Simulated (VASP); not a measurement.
YCu5, 6 atoms in the cell. It takes space group P6/mmm (No. 191, hexagonal). The conventional cell has a = 5.097 Å, b = 5.097 Å, c = 4.119 Å, α = 90.00°, β = 90.00°, γ = 120.00°. Y (site symmetry 6/mmm) has 18 Cu at 2.94 to 3.28 Å within 3.9 Å. Within 3.3 Å of Cu (site symmetry mmm) lie 8 Cu at 2.53 to 2.55 Å and 4 Y at 3.28 Å. Within 3.3 Å of Cu (site symmetry -6m2) lie 9 Cu at 2.53 to 2.94 Å and 3 Y at 2.94 Å. 

- Program: VASP 6.6.1
- Task: single point
- Functional: r2SCAN
- Potentials or basis: VASP PAW PBE potentials, release 64 (Y_sv, Cu)
- Cutoff: 520 eV
- k mesh: 8 × 8 × 8
- Occupations: fermi-dirac, width 0.1 eV
- Spin: no spin polarisation
- Dipole correction: no
- Further INCAR settings: ALGO = Normal; EDIFF = 1e-07; NBANDS = 42

Potentials or basis: VASP PAW PBE potentials, release 64 (Y_sv, Cu).

The run is started by

```console
$ cat potpaw_PBE.64/Y_sv/POTCAR potpaw_PBE.64/Cu/POTCAR > POTCAR
$ cp INCAR.step1 INCAR
$ mpirun -np 1 vasp_std > vasp.out
$ cp INCAR.step2 INCAR
$ mpirun -np 1 vasp_std > vasp.out
```

Hardware: 1 thread of Oxide Virtual Turin-like Processor (shared host).

Q: How long does it take, and how much memory?

A: Wall time 25 min on 1 thread of Oxide Virtual Turin-like Processor, with other jobs on the host, peak memory 0.32 GiB. Counts: k points 50.
